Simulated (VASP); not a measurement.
# NaPdC (P4/mmm) in VASP: further runs

NaPdC is run at these levels: PBE; tasks: single point, relaxation of cell and atoms.

Everything below comes from runs of VASP 6.6.1. Logs are shortened: lines on timing, memory, paths and dates and some standing lists are left out, and cuts for length are marked.

### 1 The cell of the first run

Symmetry: P4/mmm, No. 123, tetragonal system. Conventional cell: a = 3.000 Å, b = 3.000 Å, c = 5.487 Å, α = 90.00°, β = 90.00°, γ = 90.00°. Na (site symmetry 4/mmm) has 2 Pd at 2.74 Å and 4 Na at 3.00 Å and 8 C at 3.47 Å within 3.6 Å. Within 2.8 Å of Pd (site symmetry 4/mmm) lie 4 C at 2.12 Å and 2 Na at 2.74 Å. C (site symmetry 4/mmm) has 4 Pd at 2.12 Å within 2.8 Å.

The cell was built from a structure type or drawn by symmetry, and may not be a known phase.

### 2 Single point, PBE

INCAR reads:

```
SYSTEM = NaPdC
PREC     = Accurate       ! precision mode
ENCUT    = 520            ! plane-wave cutoff, eV
EDIFF    = 1E-7           ! SCF threshold, eV
ISMEAR   = 0              ! smearing method
SIGMA    = 0.1            ! smearing width, eV
LREAL    = .False.        ! projectors in reciprocal space
LASPH    = .True.         ! aspherical terms in the spheres
NELM     = 80             ! most SCF steps
ALGO     = Normal         ! electronic algorithm
ISIF     = 2              ! what is computed and relaxed
LWAVE    = .False.        ! write WAVECAR
LCHARG   = .False.        ! write CHGCAR
GGA      = PE             ! functional
NBANDS   = 18             ! bands
```

KPOINTS reads:

```
Automatic mesh
0
Gamma
  6 6 4
  0 0 0
```

POSCAR reads:

```
NaPdC
1.0
    3.0000717023      0.0000000000      0.0000000000
    0.0000000000      3.0000717023      0.0000000000
    0.0000000000      0.0000000000      5.4870192750
Na Pd C
1 1 1
Direct
    0.0000000000      0.0000000000      0.5000000000
    0.0000000000      0.0000000000      0.0000000000
    0.5000000000      0.5000000000      0.0000000000
```

Potentials or basis: VASP PAW PBE potentials, release 64 (Na_pv, Pd, C).

The run is started by

```console
$ cat potpaw_PBE.64/Na_pv/POTCAR potpaw_PBE.64/Pd/POTCAR potpaw_PBE.64/C/POTCAR > POTCAR
$ mpirun -np 1 vasp_std > vasp.out
```

OUTCAR:

```text
SYSTEM = NaPdC
   PREC = Accurate
   ENCUT = 520
   EDIFF = 1E-7
   ISMEAR = 0
   LREAL = .False.
   LASPH = .True.
   NELM = 80
   ISIF = 2
   GGA = PE

 ion  position               nearest neighbor table
   1  0.000  0.000  0.500-   2 2.74   2 2.74
   2  0.000  0.000  0.000-   3 2.12   3 2.12   3 2.12   3 2.12   1 2.74   1 2.74
   3  0.500  0.500  0.000-   2 2.12   2 2.12   2 2.12   2 2.12

  LATTYP: Found a simple tetragonal cell.
 ALAT       =     3.0000717023
 C/A-ratio  =     1.8289627114

  Lattice vectors:

 A1 = (   3.0000717023,   0.0000000000,   0.0000000000)
 A2 = (   0.0000000000,   3.0000717023,   0.0000000000)
 A3 = (   0.0000000000,   0.0000000000,   5.4870192750)

Analysis of symmetry for initial positions (statically):
=====================================================================
 Subroutine PRICEL returns:
 Original cell was already a primitive cell.

 Routine SETGRP: Setting up the symmetry group for a
 simple tetragonal supercell.

 Subroutine GETGRP returns: Found 16 space group operations
 (whereof 16 operations were pure point group operations)
 out of a pool of 16 trial point group operations.

The static configuration has the point symmetry D_4h.

Analysis of symmetry for dynamics (positions and initial velocities):
=====================================================================
 Subroutine PRICEL returns:
 Original cell was already a primitive cell.

 Routine SETGRP: Setting up the symmetry group for a
 simple tetragonal supercell.

 Subroutine GETGRP returns: Found 16 space group operations
 (whereof 16 operations were pure point group operations)
 out of a pool of 16 trial point group operations.

The dynamic configuration has the point symmetry D_4h.

 Subroutine INISYM returns: Found 16 space group operations
 (whereof 16 operations are pure point group operations),
 and found     1 'primitive' translations

----------------------------------------------------------------------------------------

                                     Primitive cell

  volume of cell :      49.3855

  direct lattice vectors                    reciprocal lattice vectors
     3.000071702  0.000000000  0.000000000     0.333325367  0.000000000  0.000000000
     0.000000000  3.000071702  0.000000000     0.000000000  0.333325367  0.000000000
     0.000000000  0.000000000  5.487019275     0.000000000  0.000000000  0.182248312

  length of vectors
     3.000071702  3.000071702  5.487019275     0.333325367  0.333325367  0.182248312

  position of ions in fractional coordinates (direct lattice)
     0.000000000  0.000000000  0.500000000
     0.000000000  0.000000000  0.000000000
     0.500000000  0.500000000  0.000000000

  ion indices of the primitive-cell ions
   primitive index   ion index
                 1           1
                 2           2
                 3           3

----------------------------------------------------------------------------------------

 KPOINTS: Automatic mesh

Automatic generation of k-mesh.
 Grid dimensions read from file:
 generate k-points for:    6    6    4

 Generating k-lattice:

  Cartesian coordinates                     Fractional coordinates (reciprocal lattice)
     0.055554228  0.000000000  0.000000000     0.166666667  0.000000000  0.000000000
     0.000000000  0.055554228  0.000000000     0.000000000  0.166666667  0.000000000
     0.000000000  0.000000000  0.045562078     0.000000000  0.000000000  0.250000000

  Length of vectors
     0.055554228  0.055554228  0.045562078

  Shift w.r.t. Gamma in fractional coordinates (k-lattice)
     0.000000000  0.000000000  0.000000000

 Subroutine IBZKPT returns following result:
 ===========================================

 Found     30 irreducible k-points:

 Following reciprocal coordinates:
            Coordinates               Weight
  0.000000  0.000000  0.000000      1.000000
  0.166667  0.000000  0.000000      4.000000
  0.333333  0.000000  0.000000      4.000000
  0.500000  0.000000  0.000000      2.000000
  0.166667  0.166667  0.000000      4.000000
  0.333333  0.166667  0.000000      8.000000
[... 16 lines left out ...]
  0.333333  0.000000  0.500000      4.000000
  0.500000  0.000000  0.500000      2.000000
 [... further k-points ...]
   k-points           NKPTS =     30   k-points in BZ     NKDIM =     30   number of bands    NBANDS=     18
   number of dos      NEDOS =    301   number of ions     NIONS =      3
   total plane-waves  NPLWV =  24192
   dimension x,y,z NGX =    24 NGY =   24 NGZ =   42
   dimension x,y,z NGXF=    48 NGYF=   48 NGZF=   84
   ions per type =               1   1   1
   NGX,Y,Z   is equivalent  to a cutoff of  13.30, 13.30, 12.73 a.u.
   NGXF,Y,Z  is equivalent  to a cutoff of  26.60, 26.60, 25.45 a.u.
 SYSTEM =  NaPdC
   PREC   = accura    normal or accurate (medium, high low for compatibility)
   ISTART =      0    job   : 0-new  1-cont  2-samecut
   ICHARG =      2    charge: 1-file 2-atom 10-const
   ISPIN  =      1    spin polarized calculation?
   LNONCOLLINEAR =      F non collinear calculations
   LSORBIT =      F    spin-orbit coupling
   LASPH  =      T    aspherical Exc in radial PAW
   ENCUT  =  520.0 eV  38.22 Ry    6.18 a.u.   5.58  5.58 10.20*2*pi/ulx,y,z
   NELM   =     80;   NELMIN=  2; NELMDL= -5     # of ELM steps
   EDIFF  = 0.1E-06   stopping-criterion for ELM
   LREAL  =      F    real-space projection
   EDIFFG = 0.1E-05   stopping-criterion for IOM
   NSW    =      0    number of steps for IOM
   IBRION =     -1    ionic relax: 0-MD 1-quasi-New 2-CG
   NFREE  =      0    steps in history (QN), initial steepest desc. (CG)
   ISIF   =      2    stress and relaxation
   ISYM   =      2    0-nonsym 1-usesym 2-fastsym
   POTIM  = 0.5000    time-step for ionic-motion
   TEBEG  =    0.0;   TEEND  =   0.0 temperature during run
   PSTRESS=    0.0 pullay stress
   NELECT =      21.0000    total number of electrons
   NUPDOWN=      -1.0000    fix difference up-down
   EMIN   =  10.00;   EMAX   =-10.00  energy-range for DOS
   EFERMI =   0.00;   METHOD = LEGACY
   ISMEAR =     0;   SIGMA  =   0.10  broadening in eV -4-tet -1-fermi 0-gaus
   EFERMI_NEDOS =   21; number of points for ismear=-14 and -15
   IALGO  =     38    algorithm
   IMIX   =      4    mixing-type and parameters
     AMIX     =   0.40;   BMIX     =  1.00
     AMIX_MAG =   1.60;   BMIX_MAG =  1.00
  volume/ion in A,a.u.               =      16.46       111.09
  Fermi-wavevector in a.u.,A,eV,Ry     =   1.231066  2.326377 20.619950  1.515524
  Thomas-Fermi vector in A             =   2.365890
   LORBIT       =      0    0 simple, 1 ext, 2 COOP (PROOUT), +10 PAW based schemes
   GGA     = PE    functional components
   LHFCALC =     F    Hartree Fock is set to
   AEXX    =    0.0000 exact exchange contribution
   IVDW    =     0    specifies the selected vdW correction
   LEPSILON=     F    determine dielectric tensor
   LRPA    =     F    only Hartree local field effects (RPA)
 non-spin polarized calculation
 Gauss-broadening in eV      SIGMA  =   0.10
  energy-cutoff  :      520.00
  volume of cell :       49.39
 maximum number of plane-waves:      1356
 NGX is ok and might be reduce to    24
   NGX = 11   NGY = 11   NGZ = 21

 number of electron      20.9999995 magnetization

 Free energy of the ion-electron system (eV)
  ---------------------------------------------------
  ext. energy  EPLUGINS =         0.00000000
  ---------------------------------------------------
  free energy    TOTEN  =       -13.08508824 eV

  energy without entropy =      -13.07606246  energy(sigma->0) =      -13.08057535

 E-fermi :   4.9085     XC(G=0):  -9.8052

 val. band max:        4.8508996634   @ k =   0.3333   0.3333   0.5000
 cond. band min:       4.9435354303   @ k =   0.5000   0.3333   0.2500
 fundamental gap:      0.0926357670
 Fermi energy:         4.9085372908

 k-point     1 :       0.0000    0.0000    0.0000
  band No.  band energies     occupation
      1     -20.2597      2.00000
      2     -20.2597      2.00000
      3     -20.2336      2.00000
      4      -7.4014      2.00000
      5      -0.0306      2.00000
      6       0.6278      2.00000
[... 10 lines left out ...]
     17      18.6075      0.00000
     18      18.6075      0.00000

 k-point     2 :       0.1667    0.0000    0.0000
  band No.  band energies     occupation
      1     -20.2976      2.00000
      2     -20.2564      2.00000
      3     -20.2289      2.00000
      4      -6.9875      2.00000
      5      -0.1427      2.00000
      6       0.6382      2.00000
[... 10 lines left out ...]
     17      16.7685      0.00000
     18      18.8623      0.00000

 k-point     3 :       0.3333    0.0000    0.0000
  band No.  band energies     occupation
      1     -20.3728      2.00000
      2     -20.2498      2.00000
      3     -20.2195      2.00000
      4      -5.9005      2.00000
      5      -1.1306      2.00000
      6      -0.6110      2.00000
[... 10 lines left out ...]
     17      14.9445      0.00000
     18      18.1911      0.00000

 k-point     4 :       0.5000    0.0000    0.0000
  band No.  band energies     occupation
      1     -20.4100      2.00000
      2     -20.2465      2.00000
      3     -20.2147      2.00000
      4      -5.0108      2.00000
      5      -2.1565      2.00000
      6      -1.0629      2.00000
[... 375 lines left out ...]
      4      -6.9573      2.00000
      5      -0.1382      2.00000
      6       0.2582      2.00000
[... 10 lines left out ...]
     17      15.6200      0.00000
     18      17.4806      0.00000

 k-point    23 :       0.3333    0.0000    0.5000
  band No.  band energies     occupation
      1     -20.3729      2.00000
      2     -20.2499      2.00000
      3     -20.2238      2.00000
      4      -5.8786      2.00000
      5      -1.1242      2.00000
      6      -0.6104      2.00000
[... 10 lines left out ...]
     17      15.0668      0.00000
     18      16.8328      0.00000

 k-point    24 :       0.5000    0.0000    0.5000
  band No.  band energies     occupation
      1     -20.4101      2.00000
      2     -20.2466      2.00000
      3     -20.2189      2.00000
      4      -4.9982      2.00000
      5      -2.1421      2.00000
      6      -1.0623      2.00000
[... 10 lines left out ...]
     17      14.7926      0.00000
     18      16.5451      0.00000

 [... further k-points ...]

------------------------ aborting loop because EDIFF is reached ----------------------------------------

  FORCE on cell =-STRESS in cart. coord.  units (eV):
  Direction    XX          YY          ZZ          XY          YZ          ZX
  --------------------------------------------------------------------------------------
  -------------------------------------------------------------------------------------
  Total       -0.0174258     -0.0174258     -0.0147228      0.0000000      0.0000000      0.0000000
  in kB       -0.5653305     -0.5653305     -0.4776415      0.0000000      0.0000000      0.0000000
  external PRESSURE =      -0.5361009 kB  Pullay stress =       0.0000000 kB

 VOLUME and BASIS-vectors are now :
 -----------------------------------------------------------------------------
  energy-cutoff  :      520.00
  volume of cell :       49.39
      direct lattice vectors                 reciprocal lattice vectors
     3.000071702  0.000000000  0.000000000     0.333325367  0.000000000  0.000000000
     0.000000000  3.000071702  0.000000000     0.000000000  0.333325367  0.000000000
     0.000000000  0.000000000  5.487019275     0.000000000  0.000000000  0.182248312

 POSITION                                       TOTAL-FORCE (eV/Angst)
 -----------------------------------------------------------------------------------
      0.00000      0.00000      2.74351         0.000000      0.000000      0.000000
      0.00000      0.00000      0.00000         0.000000      0.000000      0.000000
      1.50004      1.50004      0.00000         0.000000      0.000000      0.000000
 -----------------------------------------------------------------------------------
    total drift:                                0.000000     -0.000000     -0.000000

  FREE ENERGIE OF THE ION-ELECTRON SYSTEM (eV)
  ---------------------------------------------------
  free  energy   TOTEN  =       -13.0850882350 eV

  energy  without entropy=      -13.0760624592  energy(sigma->0) =      -13.08057535
```

It took 15 s on 1 thread of Intel Xeon Platinum 8375C at 2.90GHz (Ice Lake), shared host; peak memory 0.18 GiB.

Results:

- Free energy: -13.0851 eV
- Pressure: -0.1 GPa
- Band gap on the k mesh: zero (an odd number of electrons rules out a gap without spin polarisation)

Levels at points of the mesh, in eV from the Fermi level:
```
           k point  band 8  band 9  band 10  band 11  band 12  band 13
(0.00, 0.00, 0.00)   -3.13   -2.80    -2.80    -0.07    -0.07     0.18
(0.50, 0.00, 0.00)   -3.29   -2.65    -1.14     1.44     1.95     3.53
(0.50, 0.50, 0.00)   -3.18   -3.05    -1.80    -0.43     0.94     4.68
(0.00, 0.00, 0.50)   -3.13   -2.80    -2.80    -0.07    -0.07     1.28
(0.50, 0.00, 0.50)   -3.06   -2.65    -0.98     0.90     1.35     3.74
(0.50, 0.50, 0.50)   -3.17   -2.95    -1.80    -0.66     0.99     5.17
```

### 3 Relaxation of cell and atoms, PBE

This run uses another cell than the first one, of 19.86 Å³/atom.

INCAR reads:

```
SYSTEM = NaPdC
  ALGO = Normal
  EDIFF = 1E-6
  EDIFFG = -0.04
  ENCUT = 600
  GGA = PE
  IBRION = 2
  ISIF = 3
  ISMEAR = 0
  LASPH = .True.
  LCHARG = .False.
  LREAL = .False.
  LWAVE = .False.
  NELM = 60
  NSW = 90
  PREC = Accurate
  SIGMA = 0.1
```

KPOINTS reads:

```
k-points
0
Gamma
  6 6 4
  0 0 0
```

POSCAR reads:

```
NaPdC
1.0
    3.3031952800      0.0000000000      0.0000000000
    0.0000000000      3.3031952800      0.0000000000
    0.0000000000      0.0000000000      5.4615560000
Na Pd C
1 1 1
Direct
    0.0000000000      0.0000000000      0.5000000000
    0.0000000000      0.0000000000      0.0000000000
    0.5000000000      0.5000000000      0.0000000000
```

Potentials or basis: VASP PAW PBE potentials, release 64 (Na_pv, Pd, C).

The run is started by

```console
$ cat potpaw_PBE.64/Na_pv/POTCAR potpaw_PBE.64/Pd/POTCAR potpaw_PBE.64/C/POTCAR > POTCAR
$ mpirun -np 1 vasp_std > vasp.out
```

Run time: 89 s. Hardware: 1 thread of Intel Xeon Platinum 8375C at 2.90GHz (Ice Lake), shared host; peak memory 0.22 GiB.

It converged, with:

| Item | Value |
| --- | --- |
| Free energy | -13.0896 eV |
| Relaxed volume | 16.46 Å³/atom |
| Relaxed cell | a = 3.002 Å, b = 3.002 Å, c = 5.480 Å, α = 90.00°, β = 90.00°, γ = 90.00° |
| Space group after relaxing (to 0.1 Å) | P4/mmm (No. 123) |
| Energy gained by relaxing | 256.5 meV/atom |
| Ionic steps | 7 |
| Pressure after relaxing | -0.2 GPa |
| Band gap on the k mesh | zero (an odd number of electrons rules out a gap without spin polarisation) |

Stress tensor (GPa, compression positive):
```
-0.27  0.00  0.00
 0.00 -0.27  0.00
 0.00  0.00  0.04
```

The path:
```csv
step,energy change (eV),largest force (eV/Å),pressure (GPa),volume (Å³)
1,0.0000,0.0000,-12.05,59.59
2,-0.7328,0.0000,5.10,47.41
3,-0.7693,0.0000,0.19,49.11
4,-0.7689,0.0000,-0.29,49.30
5,-0.7692,0.0000,-0.38,49.41
6,-0.7693,0.0000,-0.43,49.48
7,-0.7696,0.0000,-0.16,49.38
```

Final structure:
```yaml
crystal:
  lattice:
    - [3.00166, 0.00000, 0.00000]
    - [0.00000, 3.00166, 0.00000]
    - [0.00000, 0.00000, 5.48039]
  atoms:
    - { symbol: Na, position: [0.00000, 0.00000, 0.50000] }
    - { symbol: Pd, position: [0.00000, 0.00000, 0.00000] }
    - { symbol: C, position: [0.50000, 0.50000, 0.00000] }
```

Levels at points of the mesh, in eV from the Fermi level:
```tsv
k point	band 6	band 7	band 8	band 9	band 10	band 11	band 12	band 13	band 14
(0.00, 0.00, 0.00)	-4.28	-3.24	-3.12	-2.80	-2.80	-0.07	-0.07	0.20	5.77
(0.50, 0.00, 0.00)	-5.96	-5.21	-3.29	-2.65	-1.14	1.44	1.96	3.54	4.69
(0.50, 0.50, 0.00)	-3.84	-3.18	-3.18	-3.05	-1.80	-0.43	0.93	4.67	5.37
(0.00, 0.00, 0.50)	-4.38	-3.55	-3.12	-2.80	-2.80	-0.07	-0.07	1.30	4.86
(0.50, 0.00, 0.50)	-5.96	-5.29	-3.06	-2.65	-0.99	0.90	1.35	3.76	5.69
(0.50, 0.50, 0.50)	-3.85	-3.16	-3.16	-2.95	-1.80	-0.66	0.98	5.17	5.92
```

Caveat: the volume moved by over 15 % at a fixed basis, so the end points are rough.
